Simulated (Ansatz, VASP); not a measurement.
Y3AlN4 in VASP and in Ansatz

File INCAR:

```
ALGO = Normal
EDIFF = 1E-6
ENCUT = 520
GGA = PE
ISIF = 2
ISMEAR = -1
LASPH = True
LCHARG = True
LELF = True
LREAL = False
LVHAR = True
LWAVE = False
NBANDS = 38
NELM = 100
PREC = Accurate
SIGMA = 0.02
```

File KPOINTS:

```
k-points
0
Gamma
  8 8 8
```

POSCAR

```
Y3AlN4
1.0
   -2.4001994356      2.4001994356      4.6348182161
    2.4001994356     -2.4001994356      4.6348182161
    2.4001994356      2.4001994356     -4.6348182161
Y N Al
3 4 1
Direct
    0.7500000000      0.2500000000      0.5000000000
    0.0000000000      0.0000000000      0.0000000000
    0.2500000000      0.7500000000      0.5000000000
    0.5000000000      0.0000000000      0.5000000000
    0.7271126397      0.7271126397      0.0000000000
    0.0000000000      0.5000000000      0.5000000000
    0.2728873603      0.2728873603      0.0000000000
    0.5000000000      0.5000000000      0.0000000000
```

Input for Ansatz:

```yaml
crystal:
  lattice:
    - [-2.4001994356, 2.4001994356, 4.6348182161]
    - [2.4001994356, -2.4001994356, 4.6348182161]
    - [2.4001994356, 2.4001994356, -4.6348182161]
  atoms:
    - { symbol: "Y", position: [0.75, 0.25, 0.5] }
    - { symbol: "N", position: [0.5, 0.0, 0.5] }
    - { symbol: "Y", position: [0.0, 0.0, 0.0] }
    - { symbol: "N", position: [0.7271126397, 0.7271126397, 0.0] }
    - { symbol: "Y", position: [0.25, 0.75, 0.5] }
    - { symbol: "N", position: [0.0, 0.5, 0.5] }
    - { symbol: Al, position: [0.5, 0.5, 0.0] }
    - { symbol: "N", position: [0.2728873603, 0.2728873603, 0.0] }
kpoints:
  mp_grid: { grid: [8, 8, 8] }
  band_path:
    path:
      - [[0.0, 0.0, 0.0], [-4.69763512831e-18, 4.69763512831e-18, 0.5], [0.25, 0.25, 0.25], [4.747054644659e-18, 0.5, -4.747054644659e-18], [0.0, 0.0, 0.0], [0.5, 0.5, -0.5], [0.3170454417889, 0.6829545582111, -0.3170454417889]]
      - [[-0.3170454417889, 0.3170454417889, 0.3170454417889], [0.0, 0.0, 0.0]]
      - [[-4.69763512831e-18, 4.69763512831e-18, 0.5], [-0.1340908835779, 0.1340908835779, 0.5]]
      - [[0.5, 0.5, -0.1340908835779], [0.5, 0.5, -0.5]]
    npoints: 10
hamiltonian:
  xc: pbe
scf:
  occupations: { method: fermi_dirac, width: 0.02 }
  n_extra_bands: 6
output:
  forces: true
  stress: true
  eigenvalues: true
  write_density: true
  write_potential: true
  elf: true
  volumetric_format: npy
```

Alike in both runs: task single point; functional PBE; k mesh 8 × 8 × 8; occupations fermi-dirac, width 0.02 eV; no spin polarisation.

|  | VASP | Ansatz |
| --- | --- | --- |
| version | VASP 6.6.1 | Ansatz 0.2.0 |
| potentials or method | VASP PAW PBE potentials, release 64 (Y_sv, N, Al) | plane waves, PAW |
| plane-wave cutoff (eV) | 520 | 420 |
| valence electrons in the cell | 56 | 56 |

|  | VASP | Ansatz | Ansatz less VASP |
| --- | --- | --- | --- |
| pressure (GPa) | 1.6 | 1.8 | +0.20 |
| rms of the force components (eV/Å) | 0.028 | 0.028 | -0.0006 |

With one functional, cell and mesh, what is left measures potentials, basis and numerics.
